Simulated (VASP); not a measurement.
# ScW (Cmmm) in VASP: single point with PBE

Aim: the single point of ScW with PBE.

All numbers are computed with VASP 6.6.1; they aren't measurements. Logs are shortened: lines on timing, memory, paths and dates and some standing lists are left out, and cuts for length are marked.

## 1. The cell of the first run

It takes space group Cmmm (No. 65, orthorhombic). The conventional cell has a = 5.545 Å, b = 5.554 Å, c = 2.648 Å, α = 90.00°, β = 90.00°, γ = 90.00°. Sc (site symmetry mmm) has 2 Sc at 2.65 Å and 4 W at 2.77 to 2.78 Å within 3.5 Å. W (site symmetry mmm) has 2 W at 2.65 Å and 4 Sc at 2.77 to 2.78 Å within 3.5 Å.

## 2. Single point, PBE

INCAR

```
PREC = Accurate ; ENCUT = 520
EDIFF = 1E-7 ; ISMEAR = 0
SIGMA = 0.2 ; LREAL = False
LASPH = True ; NELM = 100
ALGO = Normal ; ISIF = 2
LWAVE = False ; LCHARG = True
GGA = PE ; LELF = True
LVHAR = True ; NBANDS = 20
```

KPOINTS

```
Automatic mesh
0
Gamma
  6 6 6
```

POSCAR

```
ScW
1.0
    2.7723696260     -2.7768019424      0.0000000000
    2.7723696260      2.7768019424      0.0000000000
    0.0000000000      0.0000000000      2.6481827597
Sc W
1 1
Direct
    0.0000000000      0.0000000000      0.5000000000
    0.5000000000      0.5000000000      0.5000000000
```

Potentials or basis: VASP PAW PBE potentials, release 64 (Sc_sv, W_sv).

Launch:

```
cat potpaw_PBE.64/Sc_sv/POTCAR potpaw_PBE.64/W_sv/POTCAR > POTCAR
mpirun -np 1 vasp_std > vasp.out
```

OUTCAR:

```text
PREC = Accurate
   ENCUT = 520
   EDIFF = 1E-7
   ISMEAR = 0
   LREAL = False
   LASPH = True
   NELM = 100
   ISIF = 2
   GGA = PE

 ion  position               nearest neighbor table
   1  0.000  0.000  0.500-   2 2.77   2 2.77   2 2.78   2 2.78
   2  0.500  0.500  0.500-   1 2.77   1 2.77   1 2.78   1 2.78

  LATTYP: Found a base centered orthorhombic cell.
 ALAT       =     5.5447392520
 B/A-ratio  =     1.0015987466
 C/A-ratio  =     0.4776027581

  Lattice vectors:

 A1 = (   2.7723696260,  -2.7768019424,   0.0000000000)
 A2 = (   2.7723696260,   2.7768019424,   0.0000000000)
 A3 = (   0.0000000000,   0.0000000000,   2.6481827597)

Analysis of symmetry for initial positions (statically):
=====================================================================
 Subroutine PRICEL returns:
 Original cell was already a primitive cell.

 Routine SETGRP: Setting up the symmetry group for a
 base centered orthorhombic supercell.

 Subroutine GETGRP returns: Found  8 space group operations
 (whereof  8 operations were pure point group operations)
 out of a pool of  8 trial point group operations.

The static configuration has the point symmetry D_2h.

Analysis of symmetry for dynamics (positions and initial velocities):
=====================================================================
 Subroutine PRICEL returns:
 Original cell was already a primitive cell.

 Routine SETGRP: Setting up the symmetry group for a
 base centered orthorhombic supercell.

 Subroutine GETGRP returns: Found  8 space group operations
 (whereof  8 operations were pure point group operations)
 out of a pool of  8 trial point group operations.

The dynamic configuration has the point symmetry D_2h.

 Subroutine INISYM returns: Found  8 space group operations
 (whereof  8 operations are pure point group operations),
 and found     1 'primitive' translations

----------------------------------------------------------------------------------------

                                     Primitive cell

  volume of cell :      40.7731

  direct lattice vectors                    reciprocal lattice vectors
     2.772369626 -2.776801942  0.000000000     0.180351132 -0.180063256  0.000000000
     2.772369626  2.776801942  0.000000000     0.180351132  0.180063256  0.000000000
     0.000000000  0.000000000  2.648182760     0.000000000  0.000000000  0.377617442

  length of vectors
     3.923858098  3.923858098  2.648182760     0.254851539  0.254851539  0.377617442

  position of ions in fractional coordinates (direct lattice)
     0.000000000  0.000000000  0.500000000
     0.500000000  0.500000000  0.500000000

  ion indices of the primitive-cell ions
   primitive index   ion index
                 1           1
                 2           2

----------------------------------------------------------------------------------------

 KPOINTS: Automatic mesh

Automatic generation of k-mesh.
 Grid dimensions read from file:
 generate k-points for:    6    6    6

 Generating k-lattice:

  Cartesian coordinates                     Fractional coordinates (reciprocal lattice)
     0.030058522 -0.030010543  0.000000000     0.166666667  0.000000000  0.000000000
     0.030058522  0.030010543  0.000000000     0.000000000  0.166666667  0.000000000
     0.000000000  0.000000000  0.062936240     0.000000000  0.000000000  0.166666667

  Length of vectors
     0.042475257  0.042475257  0.062936240

  Shift w.r.t. Gamma in fractional coordinates (k-lattice)
     0.000000000  0.000000000  0.000000000

 Subroutine IBZKPT returns following result:
 ===========================================

 Found     52 irreducible k-points:

 Following reciprocal coordinates:
            Coordinates               Weight
  0.000000  0.000000  0.000000      1.000000
  0.166667  0.000000  0.000000      4.000000
  0.333333  0.000000  0.000000      4.000000
  0.500000  0.000000  0.000000      2.000000
  0.166667  0.166667  0.000000      2.000000
  0.333333  0.166667  0.000000      4.000000
[... 16 lines left out ...]
  0.333333  0.333333  0.166667      4.000000
  0.500000  0.333333  0.166667      8.000000
 [... further k-points ...]
   k-points           NKPTS =     52   k-points in BZ     NKDIM =     52   number of bands    NBANDS=     20
   number of dos      NEDOS =    301   number of ions     NIONS =      2
   total plane-waves  NPLWV =  18000
   dimension x,y,z NGX =    30 NGY =   30 NGZ =   20
   dimension x,y,z NGXF=    60 NGYF=   60 NGZF=   40
   ions per type =               1   1
   NGX,Y,Z   is equivalent  to a cutoff of  12.71, 12.71, 12.56 a.u.
   NGXF,Y,Z  is equivalent  to a cutoff of  25.42, 25.42, 25.11 a.u.
 SYSTEM =  unknown system
   PREC   = accura    normal or accurate (medium, high low for compatibility)
   ISTART =      0    job   : 0-new  1-cont  2-samecut
   ICHARG =      2    charge: 1-file 2-atom 10-const
   ISPIN  =      1    spin polarized calculation?
   LNONCOLLINEAR =      F non collinear calculations
   LSORBIT =      F    spin-orbit coupling
   LASPH  =      T    aspherical Exc in radial PAW
   ENCUT  =  520.0 eV  38.22 Ry    6.18 a.u.   7.30  7.30  4.92*2*pi/ulx,y,z
   NELM   =    100;   NELMIN=  2; NELMDL= -5     # of ELM steps
   EDIFF  = 0.1E-06   stopping-criterion for ELM
   LREAL  =      F    real-space projection
   EDIFFG = 0.1E-05   stopping-criterion for IOM
   NSW    =      0    number of steps for IOM
   IBRION =     -1    ionic relax: 0-MD 1-quasi-New 2-CG
   NFREE  =      0    steps in history (QN), initial steepest desc. (CG)
   ISIF   =      2    stress and relaxation
   ISYM   =      2    0-nonsym 1-usesym 2-fastsym
   POTIM  = 0.5000    time-step for ionic-motion
   TEBEG  =    0.0;   TEEND  =   0.0 temperature during run
   PSTRESS=    0.0 pullay stress
   NELECT =      25.0000    total number of electrons
   NUPDOWN=      -1.0000    fix difference up-down
   EMIN   =  10.00;   EMAX   =-10.00  energy-range for DOS
   EFERMI =   0.00;   METHOD = LEGACY
   ISMEAR =     0;   SIGMA  =   0.20  broadening in eV -4-tet -1-fermi 0-gaus
   EFERMI_NEDOS =   21; number of points for ismear=-14 and -15
   IALGO  =     38    algorithm
   IMIX   =      4    mixing-type and parameters
     AMIX     =   0.40;   BMIX     =  1.00
     AMIX_MAG =   1.60;   BMIX_MAG =  1.00
  volume/ion in A,a.u.               =      20.39       137.58
  Fermi-wavevector in a.u.,A,eV,Ry     =   1.390796  2.628224 26.317942  1.934314
  Thomas-Fermi vector in A             =   2.514697
   LORBIT       =      0    0 simple, 1 ext, 2 COOP (PROOUT), +10 PAW based schemes
   GGA     = PE    functional components
   LHFCALC =     F    Hartree Fock is set to
   AEXX    =    0.0000 exact exchange contribution
   IVDW    =     0    specifies the selected vdW correction
   LEPSILON=     F    determine dielectric tensor
   LRPA    =     F    only Hartree local field effects (RPA)
 non-spin polarized calculation
 Gauss-broadening in eV      SIGMA  =   0.20
  energy-cutoff  :      520.00
  volume of cell :       40.77
 maximum number of plane-waves:      1112
 NGX is ok and might be reduce to    30
   NGX = 15   NGY = 15   NGZ =  9

 number of electron      25.0000002 magnetization

 Free energy of the ion-electron system (eV)
  ---------------------------------------------------
  ext. energy  EPLUGINS =         0.00000000
  ---------------------------------------------------
  free energy    TOTEN  =       -16.66716761 eV

  energy without entropy =      -16.61447761  energy(sigma->0) =      -16.64082261

 E-fermi :   6.0940     XC(G=0): -11.3495

 val. band max:        5.9781350397   @ k =   0.3333   0.0000   0.5000
 cond. band min:       6.1052764021   @ k =  -0.3333   0.1667   0.3333
 fundamental gap:      0.1271413624
 Fermi energy:         6.0939585820

 k-point     1 :       0.0000    0.0000    0.0000
  band No.  band energies     occupation
      1     -67.4594      2.00000
      2     -42.7032      2.00000
      3     -31.6731      2.00000
      4     -31.6720      2.00000
      5     -31.1157      2.00000
      6     -21.2539      2.00000
[... 12 lines left out ...]
     19      11.2347      0.00000
     20      11.2441      0.00000

 k-point     2 :       0.1667    0.0000    0.0000
  band No.  band energies     occupation
      1     -67.4594      2.00000
      2     -42.7034      2.00000
      3     -31.6741      2.00000
      4     -31.6707      2.00000
      5     -31.1155      2.00000
      6     -21.2720      2.00000
[... 12 lines left out ...]
     19      11.0508      0.00000
     20      11.1236      0.00000

 k-point     3 :       0.3333    0.0000    0.0000
  band No.  band energies     occupation
      1     -67.4592      2.00000
      2     -42.7038      2.00000
      3     -31.6771      2.00000
      4     -31.6674      2.00000
      5     -31.1150      2.00000
      6     -21.3080      2.00000
[... 12 lines left out ...]
     19      10.6728      0.00000
     20      10.8523      0.00000

 k-point     4 :       0.5000    0.0000    0.0000
  band No.  band energies     occupation
      1     -67.4591      2.00000
      2     -42.7040      2.00000
      3     -31.6787      2.00000
      4     -31.6657      2.00000
      5     -31.1147      2.00000
      6     -21.3260      2.00000
[... 12 lines left out ...]
     19      10.4736      0.00000
     20      10.6799      0.00000

 k-point     5 :       0.1667    0.1667    0.0000
  band No.  band energies     occupation
      1     -67.4593      2.00000
      2     -42.7033      2.00000
      3     -31.6776      2.00000
      4     -31.6699      2.00000
      5     -31.1152      2.00000
      6     -21.2890      2.00000
[... 12 lines left out ...]
     19      10.7226      0.00000
     20      11.2796      0.00000
[... 353 lines left out ...]
      6     -21.2646      2.00000
[... 12 lines left out ...]
     19      10.1919      0.00000
     20      11.0516      0.00000

 k-point    22 :      -0.1667    0.1667    0.1667
  band No.  band energies     occupation
      1     -67.4371      2.00000
      2     -42.6518      2.00000
      3     -31.6457      2.00000
      4     -31.6364      2.00000
      5     -31.4225      2.00000
      6     -21.2466      2.00000
[... 12 lines left out ...]
     19      10.4574      0.00000
     20      12.5567      0.00000

 k-point    23 :       0.3333    0.3333    0.1667
  band No.  band energies     occupation
      1     -67.4368      2.00000
      2     -42.6502      2.00000
      3     -31.6556      2.00000
      4     -31.6481      2.00000
      5     -31.4212      2.00000
      6     -21.2587      2.00000
[... 12 lines left out ...]
     19      10.4278      0.00000
     20      11.1462      0.00000

 k-point    24 :       0.5000    0.3333    0.1667
  band No.  band energies     occupation
      1     -67.4367      2.00000
      2     -42.6495      2.00000
      3     -31.6577      2.00000
      4     -31.6545      2.00000
      5     -31.4209      2.00000
      6     -21.2480      2.00000
[... 12 lines left out ...]
     19      10.4726      0.00000
     20      10.4788      0.00000

 [... further k-points ...]
[... 5 lines left out ...]
  --------------------------------------------------------------------------------------
  -------------------------------------------------------------------------------------
  Total        0.1185434      0.0191983     -0.0494531      0.0000000      0.0000000      0.0000000
  in kB        4.6581553      0.7543977     -1.9432561      0.0000000      0.0000000      0.0000000
  external PRESSURE =       1.1564323 kB  Pullay stress =       0.0000000 kB

 VOLUME and BASIS-vectors are now :
 -----------------------------------------------------------------------------
  energy-cutoff  :      520.00
  volume of cell :       40.77
      direct lattice vectors                 reciprocal lattice vectors
     2.772369626 -2.776801942  0.000000000     0.180351132 -0.180063256  0.000000000
     2.772369626  2.776801942  0.000000000     0.180351132  0.180063256  0.000000000
     0.000000000  0.000000000  2.648182760     0.000000000  0.000000000  0.377617442

 POSITION                                       TOTAL-FORCE (eV/Angst)
 -----------------------------------------------------------------------------------
      0.00000      0.00000      1.32409         0.000000     -0.000000      0.000000
      2.77237      0.00000      1.32409        -0.000000      0.000000      0.000000
 -----------------------------------------------------------------------------------
    total drift:                                0.000000      0.000000     -0.000000

  FREE ENERGIE OF THE ION-ELECTRON SYSTEM (eV)
  ---------------------------------------------------
  free  energy   TOTEN  =       -16.6671676119 eV

  energy  without entropy=      -16.6144776135  energy(sigma->0) =      -16.64082261
```

Run time: 32 s. Hardware: 1 thread of AMD EPYC 7R13 (Zen 3), shared host; peak memory 0.15 GiB.

Results:

```
Free energy : -16.6672 eV
Pressure    : 0.1 GPa
```

Caveat: the k points lie up to 0.40 Å⁻¹ apart; spin-orbit coupling is left out, which moves the levels of the heavy elements.
